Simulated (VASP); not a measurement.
The system is Al3H2.

```xyz
5
Lattice="2.9500 0.0000 0.0000 -1.4750 2.5548 0.0000 0.0000 0.0000 7.9000" Properties=species:S:1:pos:R:3 pbc="T T T"
Al    0.0000    0.0000    0.0000
Al    0.0000    1.7032    2.6860
Al    1.4750    0.8516    5.2140
H     0.0000    1.7032    6.5807
H     1.4750    0.8516    1.3193
```

This cell differs from its parent crystal: atoms taken out.

| Property | Result |
| --- | --- |
| Program | VASP 6.6.1 |
| Task | relaxation of cell and atoms |
| Functional | PBE |
| Potentials or basis | VASP PAW PBE potentials, release 64 (Al, H) |
| Cutoff | 600 eV |
| k mesh | 6 × 6 × 2 |
| Occupations | gaussian, width 0.2 eV |
| Spin | no spin polarisation |

At the start: pressure -5.0 GPa; volume 11.91 Å³/atom.

Task: Where does the relaxation end?

Result: Over 6 steps the energy falls by 38.8 meV/atom and the volume is 11.08 Å³/atom (-6.9 %); space group P-3m1 (No. 164, to 0.1 Å) before and after.

Step by step:
```
step  energy change (eV)  largest force (eV/Å)  pressure (GPa)  volume (Å³)
   1              0.0000                0.5489           -5.05        59.54
   2             -0.1530                0.3821           -1.62        56.34
   3             -0.1789                0.2867            0.68        54.71
   4             -0.1797                0.2631            1.25        54.34
   5             -0.1904                0.1466            0.51        54.88
   6             -0.1938                0.0359           -0.14        55.42
```

Final structure:
```
Al H
1.0
     2.81231    0.00000    0.00000
    -1.40615    2.43553    0.00000
     0.00000    0.00000    8.09069
Al H
3 2
Cartesian
  0.0000 0.0000 8.0907
  0.0000 1.6237 2.8273
  1.4062 0.8118 5.2633
  0.0000 1.6237 6.7460
  1.4062 0.8118 1.3447
```

Caveat: the k points lie up to 0.43 Å⁻¹ apart in the final cell, too coarse for converged energies and pressures of a metal; the cell differs from its parent crystal (atoms taken out); the relaxation stopped at a loose force limit of 0.08 eV/Å, so its end isn't a converged minimum.
